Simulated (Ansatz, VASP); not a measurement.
**Two plane-wave programs on SnO2**

File INCAR:

```
SYSTEM = SnO2
ALGO = Normal ; EDIFF = 1E-6
ENCUT = 520 ; GGA = PE
ISIF = 2 ; ISMEAR = 0
LASPH = .TRUE. ; LCHARG = .FALSE.
LREAL = .FALSE. ; LWAVE = .FALSE.
NBANDS = 20 ; NELM = 80
PREC = Accurate ; SIGMA = 0.02
```

KPOINTS

```
k-points
0
G
  12 12 12
  0 0 0
```

POSCAR

```
SnO2
1.0
    1.6348325862      0.9438710338      4.9972728622
   -1.6348325862      0.9438710338      4.9972728622
    0.0000000000     -1.8877420675      4.9972728622
Sn O
1 2
Direct
    0.5000000000      0.5000000000      0.5000000000
    0.2584303071      0.2584303071      0.2584303071
    0.7415696929      0.7415696929      0.7415696929
```

Input for Ansatz:

```yaml
crystal:
  lattice:
    - [1.6348325862, 0.9438710338, 4.9972728622]
    - [-1.6348325862, 0.9438710338, 4.9972728622]
    - [0.0, -1.8877420675, 4.9972728622]
  atoms:
    - { symbol: Sn, position: [0.5, 0.5, 0.5] }
    - { symbol: O, position: [0.2584303071, 0.2584303071, 0.2584303071] }
    - { symbol: O, position: [0.7415696929, 0.7415696929, 0.7415696929] }
basis:
  ecutwfc: 420
kpoints:
  mp_grid: { grid: [12, 12, 12] }
hamiltonian:
  xc: pbe
scf:
  occupations: { method: gaussian, width: 0.02 }
output:
  forces: true
  stress: true
  eigenvalues: true
  populations: true
```

Alike in both runs: task single point; functional PBE; k mesh 12 × 12 × 12; occupations gaussian, width 0.02 eV; no spin polarisation.

```csv
,VASP,Ansatz
version,VASP 6.6.1,Ansatz 0.2.0
potentials or method,"VASP PAW PBE potentials, release 64 (Sn_d, O), cutoff 520 eV","scalar-relativistic, plane waves, PAW"
valence electrons in the cell,26,26
```

```csv
,VASP,Ansatz,Ansatz less VASP
gap on the k mesh at the Fermi level (eV),0.93,0.95,+0.021
least direct gap on the mesh (eV),1.08,1.10,+0.027
pressure (GPa),-19.5,-19.7,-0.16
"traceless stress, the component that is largest in VASP (GPa)",-13.86,-13.83,+0.027
rms of the force components (eV/Å),1.788,1.805,+0.0169
```

Atom by atom the forces differ by 0.017 eV/Å (rms over components). The functional is the same, so the differences come from potentials, cutoffs and numerics.
